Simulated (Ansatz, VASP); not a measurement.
# Hg: VASP beside Ansatz

The input INCAR:

```
  PREC = Accurate
  ENCUT = 520
  EDIFF = 1E-6
  ISMEAR = -1
  SIGMA = 0.1
  LREAL = F
  LASPH = T
  NELM = 100
  ALGO = Normal
  ISIF = 2
  LWAVE = F
  LCHARG = F
  GGA = PS
  NBANDS = 19
```

File KPOINTS:

```
Automatic mesh
0
Gamma
  9 9 9
```

The input POSCAR:

```
Hg
1.0
    0.0000000000      3.3591916720      3.3591916720
    3.3591916720      0.0000000000      3.3591916720
    3.3591916720      3.3591916720      0.0000000000
Hg
2
Direct
    0.1250000000      0.1250000000      0.1250000000
    0.8750000000      0.8750000000      0.8750000000
```

Input for Ansatz:

```yaml
crystal:
  lattice:
    - [0.0, 3.359191672, 3.359191672]
    - [3.359191672, 0.0, 3.359191672]
    - [3.359191672, 3.359191672, 0.0]
  atoms:
    - { symbol: Hg, position: [0.125, 0.125, 0.125] }
    - { symbol: Hg, position: [0.875, 0.875, 0.875] }
hamiltonian:
  xc: pbesol
  pseudopotentials:
    kind: paw
    azcp:
      Hg: "pseudopotentials/Hg.paw.azcp"
basis:
  ecutwfc: 420
  fft_grid_basis: typed
kpoints:
  mp_grid: { grid: [9, 9, 9], shift: [0, 0, 0] }
magnetization:
  spin_polarized: false
scf:
  occupations: { method: fermi_dirac, width: 0.1 }
  lower_state_search: "off"
output:
  stress: true
```

Alike in both runs: task single point; functional PBEsol; k mesh 9 × 9 × 9; occupations fermi-dirac, width 0.1 eV; no spin polarisation.

|  | VASP | Ansatz |
| --- | --- | --- |
| version | VASP 6.6.1 | Ansatz 0.2.0 |
| potentials or method | VASP PAW PBE potentials, release 64 (Hg), cutoff 520 eV | plane waves (420 eV) with PAW, scalar-relativistic |
| valence electrons in the cell | 24 | 40 |

```tsv
	VASP	Ansatz	Ansatz less VASP
pressure (GPa)	-0.4	-0.6	-0.18
```

VASP's potentials were made for PBE, not for PBEsol, and Ansatz warns of the same on its side. VASP's potentials hold 24 valence electrons a cell and Ansatz's 40, so a difference there can come from the potentials and not from the codes.

Neither program's run includes spin-orbit coupling.
